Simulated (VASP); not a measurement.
# Mg2O (P-3m1) in VASP: a series of runs, part 2 of 2

VASP 6.6.1. The steps go on from the part before.

## Step 7: Relaxation of cell and atoms, PBE

This run uses another cell than the first one: it holds 6 atoms, not 3.

INCAR reads:

```
SYSTEM = Mg2O
ALGO = Normal
EDIFF = 1E-7
EDIFFG = -0.01
ENCUT = 600
GGA = PE
IBRION = 2
ISIF = 3
ISMEAR = 0
LASPH = .TRUE.
LCHARG = .FALSE.
LREAL = .FALSE.
LWAVE = .FALSE.
NELM = 60
NSW = 100
PREC = Accurate
SIGMA = 0.1
```

KPOINTS reads:

```
k-points
0
G
  12 12 4
  0 0 0
```

POSCAR reads:

```
Mg2O
1.0
    3.0737580540      0.0000000000      0.0000000000
   -1.5368790270      2.6619525599      0.0000000000
    0.0000000000      0.0000000000     10.1371509229
Mg O
4 2
Direct
    0.0000000000      0.0000000000      0.0000000000
    0.3333333333      0.6666666667      0.7567731668
    0.6666666667      0.3333333333      0.2432268332
    0.0000000000      0.0000000000      0.5000000000
    0.3333333333      0.6666666667      0.1201439867
    0.6666666667      0.3333333333      0.8798560133
```

Potentials or basis: VASP PAW PBE potentials, release 64 (Mg, O).

On the command line:

```bash
$ cat potpaw_PBE.64/Mg/POTCAR potpaw_PBE.64/O/POTCAR > POTCAR
$ mpirun -np 1 vasp_std > vasp.out
```

OUTCAR:

```text
SYSTEM = Mg2O
   EDIFF = 1E-7
   EDIFFG = -0.01
   ENCUT = 600
   GGA = PE
   IBRION = 2
   ISIF = 3
   ISMEAR = 0
   LASPH = .TRUE.
   LREAL = .FALSE.
   NELM = 60
   NSW = 100
   PREC = Accurate

 ion  position               nearest neighbor table
   1  0.000  0.000  0.000-   5 2.15   6 2.15   6 2.15   5 2.15   6 2.15   5 2.15   2 3.04   3 3.04
                             2 3.04   3 3.04   3 3.04   2 3.04
   2  0.333  0.667  0.757-   6 2.17   6 2.17   6 2.17   1 3.04   1 3.04   1 3.04   4 3.15   4 3.15
                             4 3.15
   3  0.667  0.333  0.243-   5 2.17   5 2.17   5 2.17   1 3.04   1 3.04   1 3.04   4 3.15   4 3.15
                             4 3.15
   4  0.000  0.000  0.500-   2 3.15   3 3.15   3 3.15   2 3.15   3 3.15   2 3.15
   5  0.333  0.667  0.120-   1 2.15   1 2.15   1 2.15   3 2.17   3 2.17   3 2.17
   6  0.667  0.333  0.880-   1 2.15   1 2.15   1 2.15   2 2.17   2 2.17   2 2.17

  LATTYP: Found a hexagonal cell.
 ALAT       =     3.0737580540
 C/A-ratio  =     3.2979664452

  Lattice vectors:

 A1 = (   3.0737580540,   0.0000000000,   0.0000000000)
 A2 = (  -1.5368790270,   2.6619525599,   0.0000000000)
 A3 = (   0.0000000000,   0.0000000000,  10.1371509229)

Analysis of symmetry for initial positions (statically):
=====================================================================
 Subroutine PRICEL returns:
 Original cell was already a primitive cell.

 Routine SETGRP: Setting up the symmetry group for a
 hexagonal supercell.

 Subroutine GETGRP returns: Found 12 space group operations
 (whereof 12 operations were pure point group operations)
 out of a pool of 24 trial point group operations.

The static configuration has the point symmetry D_3d.

Analysis of symmetry for dynamics (positions and initial velocities):
=====================================================================
 Subroutine PRICEL returns:
 Original cell was already a primitive cell.

 Routine SETGRP: Setting up the symmetry group for a
 hexagonal supercell.

 Subroutine GETGRP returns: Found 12 space group operations
[... 150 lines left out ...]

--------------------------------------- Ionic step        1  -------------------------------------------

 number of electron      19.9999998 magnetization

 Free energy of the ion-electron system (eV)
  ---------------------------------------------------
  ext. energy  EPLUGINS =         0.00000000
  ---------------------------------------------------
  free energy    TOTEN  =       -25.99308989 eV

  energy without entropy =      -25.98805184  energy(sigma->0) =      -25.99057087

------------------------ aborting loop because EDIFF is reached ----------------------------------------

  FORCE on cell =-STRESS in cart. coord.  units (eV):
  Direction    XX          YY          ZZ          XY          YZ          ZX
  --------------------------------------------------------------------------------------
  -------------------------------------------------------------------------------------
  Total       -0.1164116     -0.1164116     -0.4286122      0.0000000      0.0000000      0.0000000
  in kB       -2.2486443     -2.2486443     -8.2792158      0.0000000      0.0000000      0.0000000
  external PRESSURE =      -4.2588348 kB  Pullay stress =       0.0000000 kB
[... 227 lines left out ...]
--------------------------------------- Ionic step        7  -------------------------------------------

 number of electron      19.9999999 magnetization

 Free energy of the ion-electron system (eV)
  ---------------------------------------------------
  ext. energy  EPLUGINS =         0.00000000
  ---------------------------------------------------
  free energy    TOTEN  =       -25.99471902 eV

  energy without entropy =      -25.98879573  energy(sigma->0) =      -25.99175738

 E-fermi :   4.8775     XC(G=0):  -9.7345

 val. band max:        4.8722111449   @ k =   0.4167   0.0833   0.5000
 cond. band min:       4.8802337137   @ k =   0.3333   0.3333   0.2500
 fundamental gap:      0.0080225689
 Fermi energy:         4.8774857380

 k-point     1 :       0.0000    0.0000    0.0000
  band No.  band energies     occupation
      1     -15.6902      2.00000
      2     -15.0887      2.00000
      3      -3.0294      2.00000
      4      -1.4308      2.00000
      5      -1.2057      2.00000
      6       0.4504      2.00000
      7       0.4504      2.00000
      8       0.7713      2.00000
      9       0.7713      2.00000
     10       1.9622      2.00000
     11       4.1035      2.00000
     12       7.4996      0.00000
     13       8.0473      0.00000
     14      11.2203      0.00000
[... 377 lines left out ...]
      1     -15.4991      2.00000
      2     -14.9701      2.00000
      3      -2.5805      2.00000
      4      -1.7007      2.00000
      5      -0.7807      2.00000
      6      -0.1877      2.00000
      7       0.1063      2.00000
      8       0.2756      2.00000
      9       0.6180      2.00000
     10       1.9929      2.00000
     11       5.3618      0.00000
     12       7.6235      0.00000
     13       9.3235      0.00000
     14      11.1993      0.00000

 [... further k-points ...]
[... 5 lines left out ...]
  --------------------------------------------------------------------------------------
  -------------------------------------------------------------------------------------
  Total       -0.0047932     -0.0047932      0.0171121      0.0000000      0.0000000      0.0000000
  in kB       -0.0932807     -0.0932807      0.3330201      0.0000000      0.0000000      0.0000000
  external PRESSURE =       0.0488196 kB  Pullay stress =       0.0000000 kB
[... 21 lines left out ...]
  FREE ENERGIE OF THE ION-ELECTRON SYSTEM (eV)
  ---------------------------------------------------
  free  energy   TOTEN  =       -25.9947190237 eV

  energy  without entropy=      -25.9887957340  energy(sigma->0) =      -25.99175738

 reached required accuracy - stopping structural energy minimisation
```

OSZICAR:

```text
N       E                     dE             d eps       ncg     rms          rms(c)
DAV:   1     0.106526145795E+03    0.10653E+03   -0.96004E+03  1932   0.135E+03
DAV:   2    -0.177578940988E+02   -0.12428E+03   -0.11831E+03  2592   0.233E+02
[... 54 lines left out ...]
       N       E                     dE             d eps       ncg     rms          rms(c)
DAV:   1    -0.259947178635E+02   -0.16118E-04   -0.14771E-02  1932   0.114E+00    0.362E-02
DAV:   2    -0.259947219189E+02   -0.40553E-05   -0.40377E-04  2502   0.184E-01    0.903E-03
DAV:   3    -0.259947197720E+02    0.21468E-05   -0.74792E-06  2520   0.261E-02    0.489E-03
DAV:   4    -0.259947189773E+02    0.79480E-06   -0.44894E-06  2460   0.190E-02    0.149E-03
DAV:   5    -0.259947190237E+02   -0.46400E-07   -0.83917E-07  2430   0.762E-03
   7 F= -.25994719E+02 E0= -.25991757E+02  d E =-.141083E-03
```

CONTCAR:

```text
Mg2O
   1.00000000000000
     3.0714949362225736    0.0000000000000000    0.0000000000000000
    -1.5357474681112868    2.6599926424128841   -0.0000000000000000
     0.0000000000000000    0.0000000000000000   10.0766030584534008
  Mg              O
     4     2
Direct
     0.0000000000000000    1.0000000000000000    0.0000000000000000
     0.3333333332999970    0.6666666667000030    0.7557433409726860
     0.6666666667000030    0.3333333332999970    0.2442566590273138
     0.0000000000000000    1.0000000000000000    0.5000000000000000
     0.3333333332999970    0.6666666667000030    0.1205342100250099
     0.6666666667000030    0.3333333332999970    0.8794657899749901

  0.00000000E+00  0.00000000E+00  0.00000000E+00
  0.00000000E+00  0.00000000E+00  0.00000000E+00
  0.00000000E+00  0.00000000E+00  0.00000000E+00
  0.00000000E+00  0.00000000E+00  0.00000000E+00
  0.00000000E+00  0.00000000E+00  0.00000000E+00
  0.00000000E+00  0.00000000E+00  0.00000000E+00
```

Run time: 9.7 min. Hardware: 1 thread of Intel Xeon 8259CL, shared host; peak memory 0.32 GiB.

Results:

```yaml
Free_energy: -25.9947 eV
Relaxed_volume: 13.72 Å³/atom
Relaxed_cell: a = 3.071 Å, b = 3.071 Å, c = 10.077 Å, α = 90.00°, β = 90.00°, γ = 120.00°
Space_group_after_relaxing_to_0.1_Å: P-3m1 (No. 164)
Energy_gained_by_relaxing: 0.3 meV/atom
Ionic_steps: 7
Pressure_after_relaxing: 0.0 GPa
Largest_force_after_relaxing: 0.003 eV/Å
Band_gap_on_the_k_mesh: zero (bands 10 and 11 overlap by 1.02 eV)
```

Forces on the atoms (eV/Å):
```
Mg   0.000  0.000  0.000
Mg   0.000  0.000 -0.003
Mg   0.000  0.000  0.003
Mg   0.000  0.000  0.000
O    0.000  0.000  0.000
O    0.000  0.000  0.000
```

Step by step:
```
step  energy change (eV)  largest force (eV/Å)  pressure (GPa)  volume (Å³)
   1              0.0000                0.0309           -0.43        82.94
   2             -0.0011                0.0489           -0.01        82.50
   3             -0.0011                0.0531            0.09        82.41
   4             -0.0014                0.0278            0.02        82.41
   5             -0.0015                0.0347           -0.05        82.42
   6             -0.0016                0.0113           -0.01        82.36
   7             -0.0016                0.0034            0.00        82.33
```

Final structure:
```xyz
6
Lattice="3.0715 0.0000 0.0000 -1.5357 2.6600 0.0000 0.0000 0.0000 10.0766" Properties=species:S:1:pos:R:3 pbc="T T T"
Mg   -1.5357    2.6600    0.0000
Mg    0.0000    1.7733    7.6153
Mg    1.5357    0.8867    2.4613
Mg   -1.5357    2.6600    5.0383
O     0.0000    1.7733    1.2146
O     1.5357    0.8867    8.8620
```

## Step 8: Summary

| task | level | cell | k mesh | cutoff (eV) | smearing | gap on the mesh (eV) | pressure (GPa) | relaxed volume (Å³/atom) | largest force (eV/Å) |
| --- | --- | --- | --- | --- | --- | --- | --- | --- | --- |
| single point | PBE | a = 3.095, b = 3.095, c = 5.012 Å, angles 90.0, 90.0, 120.0°, 3 atoms, atomic positions A | 12 × 12 × 8 | 520 | gaussian 0.1 eV | none | -0.4 | - | 0.01 |
| relaxation of cell and atoms | PBE | relaxed from a = 3.100, b = 3.100, c = 9.880 Å, angles 90.0, 90.0, 120.0°, 6 atoms, atomic positions B | 6 × 6 × 2 | 600 | gaussian 0.2 eV | none | -0.2 | 13.70 | 0.07 |
| single point | PBE | a = 3.077, b = 3.077, c = 10.103 Å, angles 90.0, 90.0, 120.0°, 6 atoms, atomic positions C | 12 × 12 × 4 | 520 | gaussian 0.1 eV | none | -0.4 | - | 0.02 |
| single point | PBEsol | a = 3.077, b = 3.077, c = 10.103 Å, angles 90.0, 90.0, 120.0°, 6 atoms, atomic positions C | 12 × 12 × 4 | 520 | gaussian 0.1 eV | none | -2.4 | - | 0.15 |
| relaxation of cell and atoms | PBE | relaxed from a = 3.093, b = 3.093, c = 4.995 Å, angles 90.0, 90.0, 120.0°, 3 atoms, atomic positions A | 12 × 12 × 8 | 600 | gaussian 0.1 eV | none | 0.1 | 13.77 | - |
| relaxation of cell and atoms | PBE | relaxed from a = 3.074, b = 3.074, c = 10.137 Å, angles 90.0, 90.0, 120.0°, 6 atoms, atomic positions D | 12 × 12 × 4 | 600 | gaussian 0.1 eV | none | 0.0 | 13.72 | - |

Alike in all rows: potentials or basis VASP PAW PBE potentials, release 64 (Mg, O); no spin polarisation.

Caveats: some runs use coarse meshes; semilocal functionals underestimate gaps, so a narrow gap can read as zero (at least some runs); the relaxation stopped at a loose force limit of 0.08 eV/Å, so its end isn't a converged minimum (at least some runs); the PAW data sets were made with another functional, which shifts forces and pressure a little (at least some runs).

Total energies depend on the potentials used, so only differences within one code and one set of settings carry meaning.
